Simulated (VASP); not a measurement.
A run of VASP 6.6.1 is set up as follows.

INCAR

```
PREC = Accurate
ENCUT = 520
EDIFF = 1E-7
ISMEAR = 0
SIGMA = 0.15
LREAL = False
LASPH = True
NELM = 60
ALGO = Normal
ISIF = 2
LWAVE = False
LCHARG = False
NBANDS = 16
```

The input KPOINTS:

```
Automatic mesh
0
Gamma
  18 18 14
```

File POSCAR:

```
NbB2
1.0
    2.9183819260      0.0000000000      0.0000000000
   -1.4591909630      2.5273928859      0.0000000000
    0.0000000000      0.0000000000      3.4453877630
Nb B
1 2
Direct
    0.0000000000      0.0000000000      0.0000000000
    0.3333333333      0.6666666667      0.5000000000
    0.6666666667      0.3333333333      0.5000000000
```

Potentials or basis: VASP PAW LDA potentials, release 64 (Nb_sv, B).

Launch:

```console
$ cat potpaw_LDA.64/Nb_sv/POTCAR potpaw_LDA.64/B/POTCAR > POTCAR
$ mpirun -np 1 vasp_std > vasp.out
```

Problem. Predict the pressure.

Solution. 21.8 GPa.

Stress tensor (GPa, compression positive):
```
31.39  0.00  0.00
 0.00 31.39  0.00
 0.00  0.00  2.58
```

Caveat: the cell differs from its parent crystal (strain -0.050 along x and y, +0.050 along z).
